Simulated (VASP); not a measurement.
# ScAl (Pm-3m) in VASP: a series of runs

The runs below take ScAl through single point, with r2SCAN.

All numbers are computed with VASP 6.6.1; they aren't measurements. Logs are shortened: lines on timing, memory, paths and dates and some standing lists are left out, and cuts for length are marked.

### Step 1. The cell of the first run

It takes space group Pm-3m (No. 221, cubic). Conventional cell: a = 3.335 Å, b = 3.335 Å, c = 3.335 Å, α = 90.00°, β = 90.00°, γ = 90.00°. Within 3.8 Å of Sc (site symmetry m-3m) lie 8 Al at 2.89 Å and 6 Sc at 3.34 Å. Within 3.8 Å of Al (site symmetry m-3m) lie 8 Sc at 2.89 Å and 6 Al at 3.34 Å.

### Step 2. Single point, r2SCAN

Contents of POSCAR:

```
ScAl
1.0
    3.3350615455      0.0000000000      0.0000000000
    0.0000000000      3.3350615455      0.0000000000
    0.0000000000      0.0000000000      3.3350615455
Sc Al
1 1
Direct
    0.5000000000      0.5000000000      0.5000000000
    0.0000000000      0.0000000000      0.0000000000
```

Contents of INCAR.step1:

```
PREC = Accurate
ENCUT = 520
ISMEAR = 0
SIGMA = 0.1
LREAL = F
LASPH = T
NELM = 60
NBANDS = 14
GGA = PE
ALGO = Normal
EDIFF = 1E-4
LWAVE = T
LCHARG = F
```

Contents of INCAR.step2:

```
PREC = Accurate
ENCUT = 520
EDIFF = 1E-6
ISMEAR = 0
SIGMA = 0.1
LREAL = F
LASPH = T
NELM = 60
ALGO = Normal
ISIF = 2
LWAVE = F
LCHARG = F
METAGGA = R2SCAN
LMIXTAU = T
NBANDS = 14
ISTART = 1
```

Contents of KPOINTS:

```
Automatic mesh
0
Gamma
  12 12 12
```

Potentials or basis: VASP PAW PBE potentials, release 64 (Sc_sv, Al).

Run with:

```
$ cat potpaw_PBE.64/Sc_sv/POTCAR potpaw_PBE.64/Al/POTCAR > POTCAR
$ cp INCAR.step1 INCAR
$ mpirun -np 1 vasp_std > vasp.out
$ cp INCAR.step2 INCAR
$ mpirun -np 1 vasp_std > vasp.out
```

OUTCAR:

```text
PREC = Accurate
   ENCUT = 520
   EDIFF = 1E-6
   ISMEAR = 0
   LREAL = F
   LASPH = T
   NELM = 60
   ISIF = 2
   METAGGA = R2SCAN
   ISTART = 1

 ion  position               nearest neighbor table
   1  0.500  0.500  0.500-   2 2.89   2 2.89   2 2.89   2 2.89   2 2.89   2 2.89   2 2.89   2 2.89

   2  0.000  0.000  0.000-   1 2.89   1 2.89   1 2.89   1 2.89   1 2.89   1 2.89   1 2.89   1 2.89

  LATTYP: Found a simple cubic cell.
 ALAT       =     3.3350615455

  Lattice vectors:

 A1 = (   3.3350615455,   0.0000000000,   0.0000000000)
 A2 = (   0.0000000000,   3.3350615455,   0.0000000000)
 A3 = (   0.0000000000,   0.0000000000,   3.3350615455)

Analysis of symmetry for initial positions (statically):
=====================================================================
 Subroutine PRICEL returns:
 Original cell was already a primitive cell.

 Routine SETGRP: Setting up the symmetry group for a
 simple cubic supercell.

 Subroutine GETGRP returns: Found 48 space group operations
 (whereof 48 operations were pure point group operations)
 out of a pool of 48 trial point group operations.

The static configuration has the point symmetry O_h .

Analysis of symmetry for dynamics (positions and initial velocities):
=====================================================================
 Subroutine PRICEL returns:
 Original cell was already a primitive cell.

 Routine SETGRP: Setting up the symmetry group for a
 simple cubic supercell.

 Subroutine GETGRP returns: Found 48 space group operations
 (whereof 48 operations were pure point group operations)
 out of a pool of 48 trial point group operations.

The dynamic configuration has the point symmetry O_h .

 Subroutine INISYM returns: Found 48 space group operations
 (whereof 48 operations are pure point group operations),
 and found     1 'primitive' translations

----------------------------------------------------------------------------------------

                                     Primitive cell

  volume of cell :      37.0947

  direct lattice vectors                    reciprocal lattice vectors
     3.335061545  0.000000000  0.000000000     0.299844542  0.000000000  0.000000000
     0.000000000  3.335061545  0.000000000     0.000000000  0.299844542  0.000000000
     0.000000000  0.000000000  3.335061545     0.000000000  0.000000000  0.299844542

  length of vectors
     3.335061545  3.335061545  3.335061545     0.299844542  0.299844542  0.299844542

[... 90 lines left out ...]
   PSTRESS=    0.0 pullay stress
   NELECT =      14.0000    total number of electrons
   NUPDOWN=      -1.0000    fix difference up-down
   EMIN   =  10.00;   EMAX   =-10.00  energy-range for DOS
   EFERMI =   0.00;   METHOD = LEGACY
   ISMEAR =     0;   SIGMA  =   0.10  broadening in eV -4-tet -1-fermi 0-gaus
   EFERMI_NEDOS =   21; number of points for ismear=-14 and -15
   IALGO  =     38    algorithm
   IMIX   =      4    mixing-type and parameters
     AMIX     =   0.40;   BMIX     =  1.00
     AMIX_MAG =   1.60;   BMIX_MAG =  1.00
  volume/ion in A,a.u.               =      18.55       125.16
  Fermi-wavevector in a.u.,A,eV,Ry     =   1.183079  2.235695 19.043739  1.399675
  Thomas-Fermi vector in A             =   2.319320
   LORBIT       =      0    0 simple, 1 ext, 2 COOP (PROOUT), +10 PAW based schemes
   METAGGA = R2SCAN    functional components
   LHFCALC =     F    Hartree Fock is set to
   AEXX    =    0.0000 exact exchange contribution
   IVDW    =     0    specifies the selected vdW correction
   LEPSILON=     F    determine dielectric tensor
   LRPA    =     F    only Hartree local field effects (RPA)
 non-spin polarized calculation
 Gauss-broadening in eV      SIGMA  =   0.10
  energy-cutoff  :      520.00
  volume of cell :       37.09
 maximum number of plane-waves:      1021
 NGX is ok and might be reduce to    28

 number of electron      14.0000002 magnetization

 Free energy of the ion-electron system (eV)
  ---------------------------------------------------
  ext. energy  EPLUGINS =         0.00000000
  ---------------------------------------------------
  free energy    TOTEN  =       -19.05043121 eV

  energy without entropy =      -19.04742075  energy(sigma->0) =      -19.04892598

 E-fermi :   6.3795     XC(G=0): -11.1638

 val. band max:        6.3558348940   @ k =   0.5000   0.4167   0.1667
 cond. band min:       6.3860205480   @ k =   0.3333   0.0000   0.0000
 fundamental gap:      0.0301856540
 Fermi energy:         6.3795192054

 k-point     1 :       0.0000    0.0000    0.0000
  band No.  band energies     occupation
      1     -45.1119      2.00000
      2     -22.7235      2.00000
      3     -22.7235      2.00000
      4     -22.7235      2.00000
      5      -2.7700      2.00000
      6       5.6313      2.00000
      7       5.6313      2.00000
      8       9.4448      0.00000
      9       9.4448      0.00000
     10       9.4448      0.00000
     11      10.4112      0.00000
     12      10.4112      0.00000
     13      10.4112      0.00000
     14      15.4601      0.00000
[... 377 lines left out ...]
      1     -45.0824      2.00000
      2     -22.8971      2.00000
      3     -22.8551      2.00000
      4     -22.6915      2.00000
      5       0.6975      2.00000
      6       3.3958      2.00000
      7       4.7766      2.00000
      8       6.6786      0.00002
      9       7.9391      0.00000
     10       8.4091      0.00000
     11      10.3916      0.00000
     12      11.8569      0.00000
     13      12.8039      0.00000
     14      14.4534      0.00000

 [... further k-points ...]

------------------------ aborting loop because EDIFF is reached ----------------------------------------

  FORCE on cell =-STRESS in cart. coord.  units (eV):
  Direction    XX          YY          ZZ          XY          YZ          ZX
  --------------------------------------------------------------------------------------
  -------------------------------------------------------------------------------------
  Total        0.6828001      0.6828001      0.6828001     -0.0000000      0.0000000     -0.0000000
  in kB       29.4912085     29.4912085     29.4912085     -0.0000000      0.0000000     -0.0000000
  external PRESSURE =      29.4912085 kB  Pullay stress =       0.0000000 kB

 VOLUME and BASIS-vectors are now :
 -----------------------------------------------------------------------------
  energy-cutoff  :      520.00
  volume of cell :       37.09
      direct lattice vectors                 reciprocal lattice vectors
     3.335061545  0.000000000  0.000000000     0.299844542  0.000000000  0.000000000
     0.000000000  3.335061545  0.000000000     0.000000000  0.299844542  0.000000000
     0.000000000  0.000000000  3.335061545     0.000000000  0.000000000  0.299844542

 POSITION                                       TOTAL-FORCE (eV/Angst)
 -----------------------------------------------------------------------------------
      1.66753      1.66753      1.66753         0.000000      0.000000      0.000000
      0.00000      0.00000      0.00000         0.000000      0.000000      0.000000
 -----------------------------------------------------------------------------------
    total drift:                                0.000000      0.000000      0.000000

  FREE ENERGIE OF THE ION-ELECTRON SYSTEM (eV)
  ---------------------------------------------------
  free  energy   TOTEN  =       -19.0504312110 eV

  energy  without entropy=      -19.0474207521  energy(sigma->0) =      -19.04892598
```

Run time: 85 s. Hardware: 1 thread of Intel Xeon Platinum 8488C (Sapphire Rapids), shared host; peak memory 0.19 GiB.

What came out:

```
Free energy            : -19.0504 eV
Pressure               : 2.9 GPa
Band gap on the k mesh : zero (band 7 reaches 6.79 eV, above the bottom of band 8 at 5.51 eV)
```

Caveat: the PAW data sets were made with another functional, which shifts forces and pressure a little.

### Step 3. Single point, r2SCAN

POSCAR is that of step 2.

Contents of INCAR.step1:

```
ALGO = Normal
EDIFF = 1E-4
ENCUT = 520
GGA = PE
ISMEAR = -1
LASPH = T
LCHARG = F
LREAL = F
LWAVE = T
NBANDS = 14
NELM = 80
PREC = Accurate
SIGMA = 0.1
```

Contents of INCAR.step2:

```
ALGO = Normal
EDIFF = 1E-6
ENCUT = 520
ISIF = 2
ISMEAR = -1
ISTART = 1
LASPH = T
LCHARG = T
LELF = T
LMIXTAU = T
LREAL = F
LVHAR = T
LWAVE = F
METAGGA = R2SCAN
NBANDS = 14
NELM = 80
PREC = Accurate
SIGMA = 0.1
```

Contents of KPOINTS:

```
k-points
0
Gamma
  12 12 12
```

Potentials or basis: VASP PAW PBE potentials, release 64 (Sc_sv, Al).

Run with:

```
$ cat potpaw_PBE.64/Sc_sv/POTCAR potpaw_PBE.64/Al/POTCAR > POTCAR
$ cp INCAR.step1 INCAR
$ mpirun -np 1 vasp_std > vasp.out
$ cp INCAR.step2 INCAR
$ mpirun -np 1 vasp_std > vasp.out
```

OUTCAR:

```text
EDIFF = 1E-6
   ENCUT = 520
   ISIF = 2
   ISMEAR = -1
   ISTART = 1
   LASPH = T
   LREAL = F
   METAGGA = R2SCAN
   NELM = 80
   PREC = Accurate

 ion  position               nearest neighbor table
   1  0.500  0.500  0.500-   2 2.89   2 2.89   2 2.89   2 2.89   2 2.89   2 2.89   2 2.89   2 2.89

   2  0.000  0.000  0.000-   1 2.89   1 2.89   1 2.89   1 2.89   1 2.89   1 2.89   1 2.89   1 2.89

  LATTYP: Found a simple cubic cell.
 ALAT       =     3.3350615455

  Lattice vectors:

 A1 = (   3.3350615455,   0.0000000000,   0.0000000000)
 A2 = (   0.0000000000,   3.3350615455,   0.0000000000)
 A3 = (   0.0000000000,   0.0000000000,   3.3350615455)

Analysis of symmetry for initial positions (statically):
=====================================================================
 Subroutine PRICEL returns:
 Original cell was already a primitive cell.

 Routine SETGRP: Setting up the symmetry group for a
 simple cubic supercell.

 Subroutine GETGRP returns: Found 48 space group operations
 (whereof 48 operations were pure point group operations)
 out of a pool of 48 trial point group operations.

The static configuration has the point symmetry O_h .

[... 168 lines left out ...]
  band No.  band energies     occupation
      1     -45.1064      2.00000
      2     -22.7183      2.00000
      3     -22.7183      2.00000
      4     -22.7183      2.00000
      5      -2.7710      2.00000
      6       5.6323      1.99901
      7       5.6323      1.99901
      8       9.4496      0.00000
      9       9.4496      0.00000
     10       9.4496      0.00000
     11      10.4107      0.00000
     12      10.4107      0.00000
     13      10.4107      0.00000
     14      15.4610      0.00000
[... 377 lines left out ...]
      1     -45.0768      2.00000
      2     -22.8919      2.00000
      3     -22.8499      2.00000
      4     -22.6862      2.00000
      5       0.6967      2.00000
      6       3.3955      2.00000
      7       4.7766      2.00000
      8       6.6799      0.10743
      9       7.9426      0.00000
     10       8.4132      0.00000
     11      10.3950      0.00000
     12      11.8595      0.00000
     13      12.8062      0.00000
     14      14.4527      0.00000

 [... further k-points ...]
[... 5 lines left out ...]
  --------------------------------------------------------------------------------------
  -------------------------------------------------------------------------------------
  Total        0.6984996      0.6984996      0.6984996      0.0000000     -0.0000000      0.0000000
  in kB       30.1692948     30.1692948     30.1692948      0.0000000     -0.0000000      0.0000000
  external PRESSURE =      30.1692948 kB  Pullay stress =       0.0000000 kB

 VOLUME and BASIS-vectors are now :
 -----------------------------------------------------------------------------
  energy-cutoff  :      520.00
  volume of cell :       37.09
      direct lattice vectors                 reciprocal lattice vectors
     3.335061545  0.000000000  0.000000000     0.299844542  0.000000000  0.000000000
     0.000000000  3.335061545  0.000000000     0.000000000  0.299844542  0.000000000
     0.000000000  0.000000000  3.335061545     0.000000000  0.000000000  0.299844542

 POSITION                                       TOTAL-FORCE (eV/Angst)
 -----------------------------------------------------------------------------------
      1.66753      1.66753      1.66753         0.000000      0.000000      0.000000
      0.00000      0.00000      0.00000         0.000000      0.000000      0.000000
 -----------------------------------------------------------------------------------
    total drift:                                0.000000      0.000000      0.000000

  FREE ENERGIE OF THE ION-ELECTRON SYSTEM (eV)
  ---------------------------------------------------
  free  energy   TOTEN  =       -19.0604401956 eV

  energy  without entropy=      -19.0351055843  energy(sigma->0) =      -19.04777289
```

OUTCAR.step1:

```text
EDIFF = 1E-4
   ENCUT = 520
   GGA = PE
   ISMEAR = -1
   LASPH = T
   LREAL = F
[... 628 lines left out ...]
 -----------------------------------------------------------------------------------
      1.66753      1.66753      1.66753         0.000000      0.000000      0.000000
      0.00000      0.00000      0.00000         0.000000      0.000000      0.000000
 -----------------------------------------------------------------------------------
    total drift:                                0.000000      0.000000      0.000000

  FREE ENERGIE OF THE ION-ELECTRON SYSTEM (eV)
  ---------------------------------------------------
  free  energy   TOTEN  =       -10.8859513639 eV

  energy  without entropy=      -10.8573686186  energy(sigma->0) =      -10.87165999
```

OSZICAR.step1:

```text
N       E                     dE             d eps       ncg     rms          rms(c)
DAV:   1     0.120232767389E+03    0.12023E+03   -0.66989E+03  2440   0.942E+02
DAV:   2    -0.865645535700E+01   -0.12889E+03   -0.12523E+03  2388   0.310E+02
DAV:   3    -0.119184312565E+02   -0.32620E+01   -0.31807E+01  3426   0.609E+01
DAV:   4    -0.119902784676E+02   -0.71847E-01   -0.71760E-01  2902   0.754E+00
DAV:   5    -0.119932983060E+02   -0.30198E-02   -0.30197E-02  3494   0.145E+00    0.762E+00
DAV:   6    -0.109365923668E+02    0.10567E+01   -0.17834E+00  3624   0.196E+01    0.220E+00
DAV:   7    -0.108980733492E+02    0.38519E-01   -0.89369E-02  3858   0.296E+00    0.972E-01
DAV:   8    -0.108864946274E+02    0.11579E-01   -0.14359E-02  3350   0.136E+00    0.238E-01
DAV:   9    -0.108859960407E+02    0.49859E-03   -0.18818E-03  3558   0.722E-01    0.112E-01
DAV:  10    -0.108859513639E+02    0.44677E-04   -0.30927E-04  3420   0.251E-01
   1 F= -.10885951E+02 E0= -.10871660E+02  d E =-.285827E-01
```

It took 89 s on 1 thread of Intel Xeon Platinum 8488C (Sapphire Rapids), shared host; peak memory 0.19 GiB.

What came out:

```yaml
Free_energy: -19.0604 eV
Pressure: 3.0 GPa
Band_gap_on_the_k_mesh: zero (band 7 reaches 6.79 eV, above the bottom of band 8 at 5.51 eV)
```

Caveat: the PAW data sets were made with another functional, which shifts forces and pressure a little.
